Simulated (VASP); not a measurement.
# Cd2TeO3 (P6/mmm) in VASP: relaxation of cell and atoms with PBE

Aim: the relaxation of cell and atoms of Cd2TeO3 with PBE.

Everything below comes from runs of VASP 6.6.1. Logs are shortened: lines on timing, memory, paths and dates and some standing lists are left out, and cuts for length are marked.

## 1. The cell of the first run

The structure is hexagonal, space group P6/mmm (No. 191). The conventional cell has a = 6.047 Å, b = 6.047 Å, c = 2.982 Å, α = 90.00°, β = 90.00°, γ = 120.00°. Within 3.0 Å of Cd (site symmetry -6m2) lie 6 O at 2.30 Å and 2 Cd at 2.98 Å. Te (site symmetry 6/mmm) has 2 Te at 2.98 Å and 12 O at 3.37 Å and 6 Cd at 3.49 Å within 3.9 Å. Within 3.0 Å of O (site symmetry mmm) lie 4 Cd at 2.30 Å and 2 O at 2.98 Å.

## 2. Relaxation of cell and atoms, PBE

INCAR reads:

```
PREC = Accurate
ENCUT = 600
EDIFF = 1E-6
ISMEAR = 0
SIGMA = 0.1
LREAL = False
LASPH = True
NELM = 80
ALGO = Normal
ISIF = 3
LWAVE = False
LCHARG = False
GGA = PE
IBRION = 2
NSW = 100
EDIFFG = -0.01
```

KPOINTS reads:

```
Automatic mesh
0
Gamma
  6 6 12
```

POSCAR reads:

```
Cd2TeO3
1.0
    6.0469247872      0.0000000000      0.0000000000
   -3.0234623936      5.2367904805      0.0000000000
    0.0000000000      0.0000000000      2.9816875461
Cd Te O
2 1 3
Direct
    0.3333333333      0.6666666667      0.5000000000
    0.6666666667      0.3333333333      0.5000000000
    0.0000000000      0.0000000000      0.5000000000
    0.0000000000      0.5000000000      0.0000000000
    0.5000000000      0.0000000000      0.0000000000
    0.5000000000      0.5000000000      0.0000000000
```

Potentials or basis: VASP PAW PBE potentials, release 64 (Cd, Te, O).

Run with:

```bash
$ cat potpaw_PBE.64/Cd/POTCAR potpaw_PBE.64/Te/POTCAR potpaw_PBE.64/O/POTCAR > POTCAR
$ mpirun -np 1 vasp_std > vasp.out
```

OUTCAR:

```text
PREC = Accurate
   ENCUT = 600
   EDIFF = 1E-6
   ISMEAR = 0
   LREAL = False
   LASPH = True
   NELM = 80
   ISIF = 3
   GGA = PE
   IBRION = 2
   NSW = 100
   EDIFFG = -0.01

 ion  position               nearest neighbor table
   1  0.333  0.667  0.500-   4 2.30   4 2.30   5 2.30   5 2.30   6 2.30   6 2.30   3 3.49   2 3.49
                             2 3.49   3 3.49   3 3.49   2 3.49
   2  0.667  0.333  0.500-   4 2.30   4 2.30   5 2.30   5 2.30   6 2.30   6 2.30   3 3.49   1 3.49
                             1 3.49   3 3.49   3 3.49   1 3.49
   3  0.000  0.000  0.500-   1 3.49   2 3.49   2 3.49   1 3.49   2 3.49   1 3.49
   4  0.000  0.500  0.000-   1 2.30   2 2.30   1 2.30   2 2.30
   5  0.500  0.000  0.000-   1 2.30   2 2.30   1 2.30   2 2.30
   6  0.500  0.500  0.000-   1 2.30   2 2.30   1 2.30   2 2.30

  LATTYP: Found a hexagonal cell.
 ALAT       =     6.0469247872
 C/A-ratio  =     0.4930915550

  Lattice vectors:

 A1 = (   6.0469247872,   0.0000000000,   0.0000000000)
 A2 = (  -3.0234623936,   5.2367904805,   0.0000000000)
 A3 = (   0.0000000000,   0.0000000000,   2.9816875461)

Analysis of symmetry for initial positions (statically):
=====================================================================
 Subroutine PRICEL returns:
 Original cell was already a primitive cell.

 Routine SETGRP: Setting up the symmetry group for a
 hexagonal supercell.

 Subroutine GETGRP returns: Found 24 space group operations
 (whereof 24 operations were pure point group operations)
 out of a pool of 24 trial point group operations.

The static configuration has the point symmetry D_6h.

Analysis of symmetry for dynamics (positions and initial velocities):
=====================================================================
 Subroutine PRICEL returns:
 Original cell was already a primitive cell.

 Routine SETGRP: Setting up the symmetry group for a
 hexagonal supercell.

 Subroutine GETGRP returns: Found 24 space group operations
 (whereof 24 operations were pure point group operations)
 out of a pool of 24 trial point group operations.

The dynamic configuration has the point symmetry D_6h.

 Subroutine INISYM returns: Found 24 space group operations
 (whereof 24 operations are pure point group operations),
 and found     1 'primitive' translations

----------------------------------------------------------------------------------------

                                     Primitive cell

  volume of cell :      94.4195
[... 106 lines left out ...]
   TEBEG  =    0.0;   TEEND  =   0.0 temperature during run
   PSTRESS=    0.0 pullay stress
   NELECT =      48.0000    total number of electrons
   NUPDOWN=      -1.0000    fix difference up-down
   EMIN   =  10.00;   EMAX   =-10.00  energy-range for DOS
   EFERMI =   0.00;   METHOD = LEGACY
   ISMEAR =     0;   SIGMA  =   0.10  broadening in eV -4-tet -1-fermi 0-gaus
   EFERMI_NEDOS =   21; number of points for ismear=-14 and -15
   IALGO  =     38    algorithm
   IMIX   =      4    mixing-type and parameters
     AMIX     =   0.40;   BMIX     =  1.00
     AMIX_MAG =   1.60;   BMIX_MAG =  1.00
  volume/ion in A,a.u.               =      15.74       106.20
  Fermi-wavevector in a.u.,A,eV,Ry     =   1.306576  2.469070 23.227054  1.707140
  Thomas-Fermi vector in A             =   2.437369
   LORBIT       =      0    0 simple, 1 ext, 2 COOP (PROOUT), +10 PAW based schemes
   GGA     = PE    functional components
   LHFCALC =     F    Hartree Fock is set to
   AEXX    =    0.0000 exact exchange contribution
   IVDW    =     0    specifies the selected vdW correction
   LEPSILON=     F    determine dielectric tensor
   LRPA    =     F    only Hartree local field effects (RPA)
 conjugate gradient relaxation of ions
 non-spin polarized calculation
 Gauss-broadening in eV      SIGMA  =   0.10
  energy-cutoff  :      600.00
  volume of cell :       94.42
 maximum number of plane-waves:      3180
   NGX = 25   NGY = 25   NGZ = 11

--------------------------------------- Ionic step        1  -------------------------------------------

 number of electron      48.0000004 magnetization

 Free energy of the ion-electron system (eV)
  ---------------------------------------------------
  ext. energy  EPLUGINS =         0.00000000
  ---------------------------------------------------
  free energy    TOTEN  =       -20.67789794 eV

  energy without entropy =      -20.63964508  energy(sigma->0) =      -20.65877151

------------------------ aborting loop because EDIFF is reached ----------------------------------------

  FORCE on cell =-STRESS in cart. coord.  units (eV):
  Direction    XX          YY          ZZ          XY          YZ          ZX
  --------------------------------------------------------------------------------------
  -------------------------------------------------------------------------------------
  Total        0.2379260      0.2379260      2.0283796      0.0000000     -0.0000000     -0.0000000
  in kB        4.0372966      4.0372966     34.4189736      0.0000000     -0.0000000     -0.0000000
  external PRESSURE =      14.1645223 kB  Pullay stress =       0.0000000 kB
[... 147 lines left out ...]
--------------------------------------- Ionic step        5  -------------------------------------------

 number of electron      48.0000002 magnetization

 Free energy of the ion-electron system (eV)
  ---------------------------------------------------
  ext. energy  EPLUGINS =         0.00000000
  ---------------------------------------------------
  free energy    TOTEN  =       -20.69400783 eV

  energy without entropy =      -20.65720022  energy(sigma->0) =      -20.67560402

 E-fermi :   2.9041     XC(G=0): -10.7516

 val. band max:        2.9034530687   @ k =   0.1667   0.0000   0.4167
 cond. band min:       2.9045273976   @ k =   0.3333   0.0000   0.4167
 fundamental gap:      0.0010743289
 Fermi energy:         2.9040858904

 k-point     1 :       0.0000    0.0000    0.0000
  band No.  band energies     occupation
      1     -14.2114      2.00000
      2     -13.4769      2.00000
      3     -13.4769      2.00000
      4      -8.8730      2.00000
      5      -4.8058      2.00000
      6      -4.1112      2.00000
[... 733 lines left out ...]
     27       8.0880      0.00000
     28       8.7214      0.00000

 [... further k-points ...]

------------------------ aborting loop because EDIFF is reached ----------------------------------------

  FORCE on cell =-STRESS in cart. coord.  units (eV):
  Direction    XX          YY          ZZ          XY          YZ          ZX
  --------------------------------------------------------------------------------------
  -------------------------------------------------------------------------------------
  Total        0.0030422      0.0030422     -0.0114006      0.0000000      0.0000000     -0.0000000
  in kB        0.0511821      0.0511821     -0.1918029      0.0000000      0.0000000     -0.0000000
  external PRESSURE =      -0.0298129 kB  Pullay stress =       0.0000000 kB
[... 21 lines left out ...]
  FREE ENERGIE OF THE ION-ELECTRON SYSTEM (eV)
  ---------------------------------------------------
  free  energy   TOTEN  =       -20.6940078312 eV

  energy  without entropy=      -20.6572002167  energy(sigma->0) =      -20.67560402

 reached required accuracy - stopping structural energy minimisation
```

CONTCAR:

```text
Cd2TeO3
   1.00000000000000
     6.0214054284163039    0.0000000000000000   -0.0000000000000000
    -3.0107027142081519    5.2146900675048897   -0.0000000000000000
    -0.0000000000000000   -0.0000000000000000    3.0328978169153897
  Cd              Te              O
     2     1     3
Direct
     0.3333333332999970    0.6666666667000030    0.5000000000000000
     0.6666666667000030    0.3333333332999970    0.5000000000000000
     0.0000000000000000    1.0000000000000000    0.5000000000000000
     0.0000000000000000    0.5000000000000000    0.0000000000000000
     0.5000000000000000    1.0000000000000000    0.0000000000000000
     0.5000000000000000    0.5000000000000000    0.0000000000000000

  0.00000000E+00  0.00000000E+00  0.00000000E+00
  0.00000000E+00  0.00000000E+00  0.00000000E+00
  0.00000000E+00  0.00000000E+00  0.00000000E+00
  0.00000000E+00  0.00000000E+00  0.00000000E+00
  0.00000000E+00  0.00000000E+00  0.00000000E+00
  0.00000000E+00  0.00000000E+00  0.00000000E+00
```

It took 5 min on 1 thread of Intel Xeon 6975P-C (Granite Rapids), shared host; peak memory 0.33 GiB.

What came out:

```
Free energy                            : -20.6940 eV
Relaxed volume                         : 15.87 Å³/atom
Relaxed cell                           : a = 6.021 Å, b = 6.021 Å, c = 3.033 Å, α = 90.00°, β = 90.00°, γ = 120.00°
Space group after relaxing (to 0.05 Å) : P6/mmm (No. 191)
Energy gained by relaxing              : 2.7 meV/atom
Ionic steps                            : 5
Pressure after relaxing                : 0.0 GPa
Band gap on the k mesh                 : zero (band 24 reaches 3.41 eV, above the bottom of band 25 at 2.65 eV)
```

The path:
| step | energy change (eV) | largest force (eV/Å) | pressure (GPa) | volume (Å³) |
| --- | --- | --- | --- | --- |
| 1 | 0.0000 | 0.0000 | 1.42 | 94.42 |
| 2 | -0.0125 | 0.0000 | -0.85 | 96.33 |
| 3 | -0.0134 | 0.0000 | -0.44 | 95.94 |
| 4 | -0.0156 | 0.0000 | -0.20 | 95.54 |
| 5 | -0.0161 | 0.0000 | 0.00 | 95.23 |

Final structure:
```
Cd Te O
1.0
     6.02141    0.00000    0.00000
    -3.01070    5.21469    0.00000
     0.00000    0.00000    3.03290
Cd Te O
2 1 3
Direct
  0.33333 0.66667 0.50000
  0.66667 0.33333 0.50000
  0.00000 0.00000 0.50000
  0.00000 0.50000 0.00000
  0.50000 0.00000 0.00000
  0.50000 0.50000 0.00000
```

Levels at points of the mesh, in eV from the Fermi level:
| k point | band 20 | band 21 | band 22 | band 23 | band 24 | band 25 | band 26 | band 27 | band 28 |
| --- | --- | --- | --- | --- | --- | --- | --- | --- | --- |
| (0.00, 0.00, 0.00) | -1.03 | -0.77 | 0.01 | 0.01 | 0.50 | 0.50 | 1.72 | 4.11 | 5.46 |
| (0.50, 0.00, 0.00) | -1.45 | -0.89 | -0.67 | -0.45 | 0.01 | 0.19 | 4.04 | 4.48 | 4.66 |
| (0.00, 0.00, 0.50) | -1.52 | -1.52 | -0.50 | -0.50 | -0.45 | 0.16 | 0.16 | 4.22 | 7.45 |
| (0.50, 0.00, 0.50) | -1.29 | -1.21 | -0.87 | -0.79 | 0.16 | 0.22 | 0.42 | 5.11 | 6.42 |

Caveat: spin-orbit coupling is left out, which moves the levels of the heavy elements.
